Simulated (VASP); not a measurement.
A run of VASP 6.6.1:

File INCAR:

```
ALGO = Normal ; EDIFF = 1E-7
ENCUT = 520 ; GGA = PE
ISIF = 2 ; ISMEAR = -1
ISPIN = 2 ; LASPH = True
LCHARG = False ; LMAXMIX = 4
LORBIT = 11 ; LREAL = False
LWAVE = False ; MAGMOM = 3
NBANDS = 14 ; NELM = 150
PREC = Accurate ; SIGMA = 0.03
```

KPOINTS

```
k-points
0
Gamma
  17 17 17
```

POSCAR

```
Fe
1.0
    0.0000000000      1.8093119432      1.8093119432
    1.8093119432      0.0000000000      1.8093119432
    1.8093119432      1.8093119432      0.0000000000
Fe
1
Direct
    0.0000000000      0.0000000000      0.0000000000
```

Potentials or basis: VASP PAW PBE potentials, release 64 (Fe).

Command:

```console
$ cat potpaw_PBE.64/Fe/POTCAR > POTCAR
$ mpirun -np 1 vasp_std > vasp.out
```

Hardware: 1 thread of Intel(R) Xeon(R) 6975P-C (Granite Rapids), with other jobs on the host.

**Question.** How long does it take, and how much memory?

**Answer.** Wall time 31 s on 1 thread of Intel(R) Xeon(R) 6975P-C (Granite Rapids) (shared host), peak memory 0.16 GiB. Counts: scf iterations 18, k points 165.
